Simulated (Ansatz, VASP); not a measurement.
# ZnS: VASP beside Ansatz

```xyz
8
Lattice="3.8227 0.0000 0.0000 -1.9114 3.3106 0.0000 0.0000 0.0000 12.5200" Properties=species:S:1:pos:R:3 pbc="T T T"
Zn    0.0000    0.0000    0.0000
Zn    0.0000    0.0000    6.2600
Zn    0.0000    2.2070    3.1300
Zn    1.9114    1.1035    9.3900
S     0.0000    0.0000    2.3475
S     0.0000    0.0000    8.6075
S     0.0000    2.2070    5.4775
S     1.9114    1.1035   11.7375
```

Alike in both runs: task single point; functional r2SCAN; k mesh 6 × 6 × 2; occupations gaussian, width 0.1 eV; no spin polarisation.

|  | VASP | Ansatz |
| --- | --- | --- |
| version | VASP 6.6.1 | Ansatz 0.2.0 |
| potentials or method | VASP PAW PBE potentials, release 64 (Zn, S), cutoff 520 eV | scalar-relativistic, plane waves, PAW |
| valence electrons in the cell | 72 | 72 |

VASP gave:

- gap on the k mesh at the Fermi level (eV): 2.70
- least direct gap on the mesh (eV): 2.70
- pressure (GPa): -0.9
- traceless stress, the component that is largest in VASP (GPa): -0.10
- rms of the force components (eV/Å): 0.012

Question: What did Ansatz give for the same quantities?

Answer: gap on the k mesh at the Fermi level (eV): 2.69; least direct gap on the mesh (eV): 2.69; pressure (GPa): -0.9; traceless stress, the component that is largest in VASP (GPa): -0.12; rms of the force components (eV/Å): 0.015.

VASP's potentials were made for PBE, not for r2SCAN. Atom by atom the forces differ by 0.006 eV/Å (rms over components).
